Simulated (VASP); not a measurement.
Write the native input for VASP 6.6.1 that does the following.

```
Task                   : single point
Functional             : PBE
Potentials or basis    : VASP PAW PBE potentials, release 64 (Fe)
Cutoff                 : 600 eV
k mesh                 : 6 × 6 × 6
Occupations            : fermi-dirac, width 0.05 eV
Spin                   : collinear spin, antiferromagnetic start
Starting moments       : [2.2, -2.2] μB
Dipole correction      : no
Further INCAR settings : ALGO = Normal; EDIFF = 1e-06; NBANDS = 19
```

The structure of Fe lies in POSCAR:

```
Fe
1.0
    2.8660000000      0.0000000000      0.0000000000
    0.0000000000      2.8660000000      0.0000000000
    0.0000000000      0.0000000000      2.8660000000
Fe
2
Direct
    0.0000000000      0.0000000000      0.0000000000
    0.5000000000      0.5000000000      0.5000000000
```

The input as run:

INCAR

```
SYSTEM = Fe
ALGO = Normal ; EDIFF = 1E-6
ENCUT = 600 ; GGA = PE
GGA_COMPAT = .False. ; ISIF = 2
ISMEAR = -1 ; ISPIN = 2
LASPH = .True. ; LCHARG = .False.
LMAXMIX = 4 ; LORBIT = 11
LREAL = .False. ; LWAVE = .False.
MAGMOM = 2.2 -2.2 ; NBANDS = 19
NELM = 200 ; PREC = Accurate
SIGMA = 0.05
```

KPOINTS

```
k-points
0
Gamma
  6 6 6
  0 0 0
```

Potentials or basis: VASP PAW PBE potentials, release 64 (Fe).

Launch:

```sh
$ cat potpaw_PBE.64/Fe/POTCAR > POTCAR
$ mpirun -np 1 vasp_std > vasp.out
```

Results of the run:

* Pressure: -10.5 GPa
* Band gap on the k mesh: zero (filled and empty bands overlap)
* Net moment: 0.00 μB per cell
* Site moments: Fe +1.68, -1.68 μB
* Valence electrons inside the program's atomic spheres: Fe 7.20

Caveat: the k points lie up to 0.37 Å⁻¹ apart, too coarse for converged energies and pressures of a metal.

Wall time 16 s on 1 thread of Intel(R) Xeon(R) Platinum 8375C CPU @ 2.90GHz (Ice Lake), with other jobs on the host, peak memory 0.15 GiB.
